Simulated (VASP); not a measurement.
# BeTe (I-4m2) in VASP: further runs, part 2 of 2

VASP 6.6.1. Earlier steps stand in the parts before.

### 3 Single point, LDA (strain -0.080 along x and y, +0.080 along z)

File INCAR:

```
SYSTEM = BeTe
PREC = Accurate ; ENCUT = 520
EDIFF = 1E-6 ; ISMEAR = 0
SIGMA = 0.05 ; LREAL = .False.
LASPH = .True. ; NELM = 100
ALGO = Normal ; ISIF = 2
LWAVE = .False. ; LCHARG = .False.
NBANDS = 11
```

File KPOINTS:

```
regular mesh
0
Gamma
  8 8 8
  0 0 0
```

File POSCAR:

```
BeTe
1.0
    0.0000000000      2.5484000000      2.9916000000
    2.5484000000      0.0000000000      2.9916000000
    2.5484000000      2.5484000000      0.0000000000
Be Te
1 1
Direct
    0.0000000000      0.0000000000      0.0000000000
    0.7500000000      0.7500000000      0.7500000000
```

Potentials or basis: VASP PAW LDA potentials, release 64 (Be, Te).

Run with:

```bash
> cat potpaw_LDA.64/Be/POTCAR potpaw_LDA.64/Te/POTCAR > POTCAR
> mpirun -np 1 vasp_std > vasp.out
```

OUTCAR:

```text
SYSTEM = BeTe
   PREC = Accurate
   ENCUT = 520
   EDIFF = 1E-6
   ISMEAR = 0
   LREAL = .False.
   LASPH = .True.
   NELM = 100
   ISIF = 2

 ion  position               nearest neighbor table
   1  0.000  0.000  0.000-   2 2.34   2 2.34   2 2.34   2 2.34
   2  0.750  0.750  0.750-   1 2.34   1 2.34   1 2.34   1 2.34

  LATTYP: Found a body centered tetragonal cell.
 ALAT       =     3.6039818424
 C/A-ratio  =     1.6601637471

  Lattice vectors:

 A1 = (  -2.5484000000,   0.0000000000,   2.9916000000)
 A2 = (   2.5484000000,   0.0000000000,   2.9916000000)
 A3 = (   0.0000000000,   2.5484000000,  -2.9916000000)

Analysis of symmetry for initial positions (statically):
=====================================================================
 Subroutine PRICEL returns:
 Original cell was already a primitive cell.

 Routine SETGRP: Setting up the symmetry group for a
 body centered tetragonal supercell.

 Subroutine GETGRP returns: Found  8 space group operations
 (whereof  8 operations were pure point group operations)
 out of a pool of 16 trial point group operations.

The static configuration has the point symmetry D_2d.

Analysis of symmetry for dynamics (positions and initial velocities):
=====================================================================
 Subroutine PRICEL returns:
 Original cell was already a primitive cell.

 Routine SETGRP: Setting up the symmetry group for a
 body centered tetragonal supercell.

 Subroutine GETGRP returns: Found  8 space group operations
 (whereof  8 operations were pure point group operations)
 out of a pool of 16 trial point group operations.

The dynamic configuration has the point symmetry D_2d.

 Subroutine INISYM returns: Found  8 space group operations
 (whereof  8 operations are pure point group operations),
 and found     1 'primitive' translations

----------------------------------------------------------------------------------------

                                     Primitive cell

  volume of cell :      38.8570

[... 117 lines left out ...]
   LEPSILON=     F    determine dielectric tensor
   LRPA    =     F    only Hartree local field effects (RPA)
 non-spin polarized calculation
 Gauss-broadening in eV      SIGMA  =   0.05
  energy-cutoff  :      520.00
  volume of cell :       38.86
 maximum number of plane-waves:      1058
 NGX is ok and might be reduce to    30
   NGX = 15   NGY = 15   NGZ = 13

 number of electron       8.0000000 magnetization

 Free energy of the ion-electron system (eV)
  ---------------------------------------------------
  ext. energy  EPLUGINS =         0.00000000
  ---------------------------------------------------
  free energy    TOTEN  =        -8.45988174 eV

  energy without entropy =       -8.45988174  energy(sigma->0) =       -8.45988174

 E-fermi :   7.2919     XC(G=0):  -9.8314

 val. band max:        7.0494963052   @ k =   0.0000   0.0000   0.0000
 cond. band min:       7.7768069418   @ k =   0.5000   0.0000   0.5000
 fundamental gap:      0.7273106366
 Fermi energy:         7.2919268759

 k-point     1 :       0.0000    0.0000    0.0000
  band No.  band energies     occupation
      1      -6.6671      2.00000
      2       5.7527      2.00000
      3       7.0495      2.00000
      4       7.0495      2.00000
      5      10.1305      0.00000
      6      10.1305      0.00000
      7      10.4995      0.00000
      8      11.1566      0.00000
      9      15.0302      0.00000
     10      15.1964      0.00000
     11      15.8452      0.00000
[... 309 lines left out ...]
 k-point    24 :       0.3750    0.0000    0.1250
  band No.  band energies     occupation
      1      -5.3213      2.00000
      2       1.5321      2.00000
      3       4.3413      2.00000
      4       5.5298      2.00000
      5       9.4571      0.00000
      6      11.1692      0.00000
      7      12.7369      0.00000
      8      13.2456      0.00000
      9      16.4864      0.00000
     10      17.0736      0.00000
     11      19.0613      0.00000

 [... further k-points ...]

------------------------ aborting loop because EDIFF is reached ----------------------------------------

  FORCE on cell =-STRESS in cart. coord.  units (eV):
  Direction    XX          YY          ZZ          XY          YZ          ZX
  --------------------------------------------------------------------------------------
  -------------------------------------------------------------------------------------
  Total        3.0846787      3.0846787     -0.4221573      0.0000000      0.0000000      0.0000000
  in kB      127.1896586    127.1896586    -17.4066888      0.0000000      0.0000000      0.0000000
  external PRESSURE =      78.9908762 kB  Pullay stress =       0.0000000 kB

 VOLUME and BASIS-vectors are now :
 -----------------------------------------------------------------------------
  energy-cutoff  :      520.00
  volume of cell :       38.86
      direct lattice vectors                 reciprocal lattice vectors
     0.000000000  2.548400000  2.991600000    -0.196201538  0.196201538  0.167134644
     2.548400000  0.000000000  2.991600000     0.196201538 -0.196201538  0.167134644
     2.548400000  2.548400000  0.000000000     0.196201538  0.196201538 -0.167134644

 POSITION                                       TOTAL-FORCE (eV/Angst)
 -----------------------------------------------------------------------------------
      0.00000      0.00000      0.00000         0.000000      0.000000      0.000000
      3.82260      3.82260      4.48740        -0.000000     -0.000000      0.000000
 -----------------------------------------------------------------------------------
    total drift:                               -0.000000     -0.000000     -0.000000

  FREE ENERGIE OF THE ION-ELECTRON SYSTEM (eV)
  ---------------------------------------------------
  free  energy   TOTEN  =        -8.4598817381 eV

  energy  without entropy=       -8.4598817381  energy(sigma->0) =       -8.45988174
```

OSZICAR:

```text
N       E                     dE             d eps       ncg     rms          rms(c)
DAV:   1     0.182047374871E+02    0.18205E+02   -0.33875E+03  1298   0.595E+02
DAV:   2    -0.765820840832E+01   -0.25863E+02   -0.24850E+02  1671   0.925E+01
DAV:   3    -0.874132545216E+01   -0.10831E+01   -0.10810E+01  1702   0.195E+01
DAV:   4    -0.875125681808E+01   -0.99314E-02   -0.99302E-02  1547   0.214E+00
DAV:   5    -0.875142389125E+01   -0.16707E-03   -0.16707E-03  1597   0.268E-01    0.529E+00
DAV:   6    -0.852929204617E+01    0.22213E+00   -0.25551E-01  1466   0.189E+00    0.308E+00
DAV:   7    -0.846093967733E+01    0.68352E-01   -0.17814E-01  1535   0.176E+00    0.600E-01
DAV:   8    -0.845982558518E+01    0.11141E-02   -0.79865E-03  1487   0.501E-01    0.142E-01
DAV:   9    -0.845988113541E+01   -0.55550E-04   -0.27020E-04  1611   0.103E-01    0.593E-02
DAV:  10    -0.845988238718E+01   -0.12518E-05   -0.30631E-05  1448   0.259E-02    0.243E-02
DAV:  11    -0.845988173810E+01    0.64908E-06   -0.16373E-06  1360   0.705E-03
   1 F= -.84598817E+01 E0= -.84598817E+01  d E =-.679687E-14
```

Wall time 14 s (1 thread of Intel Xeon Platinum 8488C (Sapphire Rapids), shared host); peak memory 0.16 GiB.

What came out:

```
Free energy            : -8.4599 eV
Pressure               : 7.9 GPa
Band gap on the k mesh : 0.73 eV, indirect (least direct gap 2.83 eV)
```

Levels at points of the mesh, in eV from the valence-band top:
```csv
k point,band 1,band 2,band 3,band 4,band 5,band 6,band 7,band 8,band 9
"(0.00, 0.00, 0.00)",-13.72,-1.30,0.00,0.00,3.08,3.08,3.45,4.11,7.98
"(0.50, 0.00, 0.00)",-11.97,-6.87,-2.62,-0.87,1.96,4.70,4.72,7.42,10.26
"(0.50, 0.50, 0.00)",-11.95,-6.86,-2.68,-2.68,2.11,2.97,9.82,9.82,10.60
"(0.50, 0.00, 0.50)",-11.04,-5.93,-4.11,-3.75,0.73,1.68,8.59,9.24,10.71
```

Caveat: the cell differs from its parent crystal (strain -0.080 along x and y, +0.080 along z); spin-orbit coupling is left out, which moves the levels of the heavy elements.

### 4 Single point, LDA (strain +0.000 along x and y, -0.080 along z)

File INCAR:

```
PREC = Accurate
ENCUT = 520
EDIFF = 1E-6
ISMEAR = 0
SIGMA = 0.05
LREAL = False
LASPH = True
NELM = 100
ALGO = Normal
ISIF = 2
LWAVE = False
LCHARG = False
NBANDS = 11
```

File KPOINTS:

```
Automatic mesh
0
Gamma
  8 8 8
```

File POSCAR:

```
BeTe
1.0
    0.0000000000      2.7700000000      2.5484000000
    2.7700000000      0.0000000000      2.5484000000
    2.7700000000      2.7700000000      0.0000000000
Be Te
1 1
Direct
    0.0000000000      0.0000000000      0.0000000000
    0.7500000000      0.7500000000      0.7500000000
```

Run with:

```bash
> cat potpaw_LDA.64/Be/POTCAR potpaw_LDA.64/Te/POTCAR > POTCAR
> mpirun -np 1 vasp_std > vasp.out
```

Run time: 11 s. Hardware: 1 thread of Intel Xeon Platinum 8488C (Sapphire Rapids), shared host; peak memory 0.16 GiB.

Results (log left out):

```
Free energy            : -8.6103 eV
Pressure               : 7.3 GPa
Band gap on the k mesh : 0.84 eV, indirect (least direct gap 3.09 eV)
```

Stress tensor (GPa, compression positive):
```
 5.77  0.00  0.00
 0.00  5.77  0.00
 0.00  0.00 10.31
```

Levels at points of the mesh, in eV from the valence-band top:
| k point | band 1 | band 2 | band 3 | band 4 | band 5 | band 6 | band 7 | band 8 |
| --- | --- | --- | --- | --- | --- | --- | --- | --- |
| (0.00, 0.00, 0.00) | -13.55 | -0.44 | -0.44 | 0.00 | 3.09 | 3.27 | 3.27 | 4.43 |
| (0.50, 0.00, 0.00) | -11.85 | -6.72 | -2.03 | -1.28 | 2.86 | 3.88 | 4.83 | 7.38 |
| (0.50, 0.50, 0.00) | -10.96 | -5.74 | -3.87 | -3.87 | 0.84 | 1.68 | 10.17 | 10.17 |
| (0.50, 0.00, 0.50) | -11.37 | -6.29 | -3.30 | -3.13 | 1.49 | 2.44 | 9.58 | 10.02 |

Caveat: the cell differs from its parent crystal (strain +0.000 along x and y, -0.080 along z); spin-orbit coupling is left out, which moves the levels of the heavy elements. A k mesh can miss the band edges.

### 5 Single point, LDA (strain +0.000 along x and y, -0.040 along z)

File INCAR:

```
PREC = Accurate ; ENCUT = 520
EDIFF = 1E-7 ; ISMEAR = 0
SIGMA = 0.05 ; LREAL = False
LASPH = True ; NELM = 60
ALGO = Normal ; ISIF = 2
LWAVE = False ; LCHARG = False
NBANDS = 11
```

File KPOINTS:

```
regular mesh
0
Gamma
  8 8 8
```

File POSCAR:

```
BeTe
1.0
    0.0000000000      2.7700000000      2.6592000000
    2.7700000000      0.0000000000      2.6592000000
    2.7700000000      2.7700000000      0.0000000000
Be Te
1 1
Direct
    0.0000000000      0.0000000000      0.0000000000
    0.7500000000      0.7500000000      0.7500000000
```

Run with:

```bash
> cat potpaw_LDA.64/Be/POTCAR potpaw_LDA.64/Te/POTCAR > POTCAR
> mpirun -np 1 vasp_std > vasp.out
```

It took 15 s on 1 thread of Intel Xeon Platinum 8488C (Sapphire Rapids), shared host; peak memory 0.16 GiB.

It converged, with:

```yaml
Free_energy: -8.6931 eV
Pressure: 3.7 GPa
Band_gap_on_the_k_mesh: 1.30 eV, indirect (least direct gap 3.31 eV)
```

Stress tensor (GPa, compression positive):
```
2.93 0.00 0.00
0.00 2.93 0.00
0.00 0.00 5.35
```

Levels at points of the mesh, in eV from the valence-band top:
| k point | band 2 | band 3 | band 4 | band 5 | band 6 | band 7 |
| --- | --- | --- | --- | --- | --- | --- |
| (0.00, 0.00, 0.00) | -0.22 | -0.22 | 0.00 | 3.31 | 3.39 | 3.39 |
| (0.50, 0.00, 0.00) | -6.28 | -1.62 | -1.25 | 3.08 | 4.21 | 4.59 |
| (0.50, 0.50, 0.00) | -5.56 | -3.34 | -3.34 | 1.30 | 2.14 | 10.04 |
| (0.50, 0.00, 0.50) | -5.81 | -3.08 | -3.00 | 1.61 | 2.50 | 9.81 |

Caveat: the cell differs from its parent crystal (strain +0.000 along x and y, -0.040 along z); spin-orbit coupling is left out, which moves the levels of the heavy elements.

### 6 Summary

```csv
cell,gap on the mesh (eV),pressure (GPa)
"a = 3.846, b = 3.846, c = 3.604 Å, angles 62.1, 62.1, 55.9°, 2 atoms",0.78,11.7
"a = 3.930, b = 3.930, c = 3.604 Å, angles 62.7, 62.7, 54.6°, 2 atoms",0.73,7.9
"a = 3.764, b = 3.764, c = 3.917 Å, angles 58.6, 58.6, 62.7°, 2 atoms",0.84,7.3
"a = 3.840, b = 3.840, c = 3.917 Å, angles 59.3, 59.3, 61.3°, 2 atoms",1.30,3.7
```

Alike in all rows: task single point; level LDA; potentials or basis VASP PAW LDA potentials, release 64 (Be, Te); no spin polarisation; k mesh 8 × 8 × 8; cutoff (eV) 520; smearing gaussian 0.05 eV.

Caveats: spin-orbit coupling is left out, which moves the levels of the heavy elements.

Absolute energies hang on the potentials; compare differences alone.
